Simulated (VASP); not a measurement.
Input of a VASP 6.6.1 run:

File POSCAR:

```
MnPt2
1.0
    2.8584044518      0.0000000000      0.0000000000
   -1.4292022259      2.4754508696      0.0000000000
    0.0000000000      0.0000000000      6.5325040000
Pt Mn
2 1
Direct
    0.6666666667      0.3333333333      0.3162060000
    0.3333333333      0.6666666667      0.6837940000
    0.0000000000      0.0000000000      0.0000000000
```

File INCAR.step1:

```
  PREC = Accurate
  ENCUT = 520
  ISMEAR = -1
  SIGMA = 0.05
  LREAL = F
  LASPH = T
  NELM = 150
  ISPIN = 2
  MAGMOM = 0 0 4
  LMAXMIX = 4
  NBANDS = 28
  GGA = PE
  ALGO = Normal
  EDIFF = 1E-4
  LWAVE = T
  LCHARG = F
```

File INCAR.step2:

```
  PREC = Accurate
  ENCUT = 520
  EDIFF = 1E-6
  ISMEAR = -1
  SIGMA = 0.05
  LREAL = F
  LASPH = T
  NELM = 150
  ALGO = Normal
  ISIF = 2
  LWAVE = F
  LCHARG = F
  ISPIN = 2
  MAGMOM = 0 0 4
  LORBIT = 11
  LMAXMIX = 4
  METAGGA = R2SCAN
  LMIXTAU = T
  NBANDS = 28
  ISTART = 1
```

Contents of KPOINTS:

```
Automatic mesh
0
Gamma
  11 11 4
```

Potentials or basis: VASP PAW PBE potentials, release 64 (Pt, Mn_pv).

The run is started by

```console
$ cat potpaw_PBE.64/Pt/POTCAR potpaw_PBE.64/Mn_pv/POTCAR > POTCAR
$ cp INCAR.step1 INCAR
$ mpirun -np 1 vasp_std > vasp.out
$ cp INCAR.step2 INCAR
$ mpirun -np 1 vasp_std > vasp.out
```

Task: Estimate the largest force.

Result: 0.054 eV/Å.

Task: Predict the pressure.

Result: -1.9 GPa.

Stress tensor (GPa, compression positive):
```
-2.52  0.00  0.00
 0.00 -2.52  0.00
 0.00  0.00 -0.65
```

Caveat: the PAW data sets were made with another functional, which shifts forces and pressure a little.
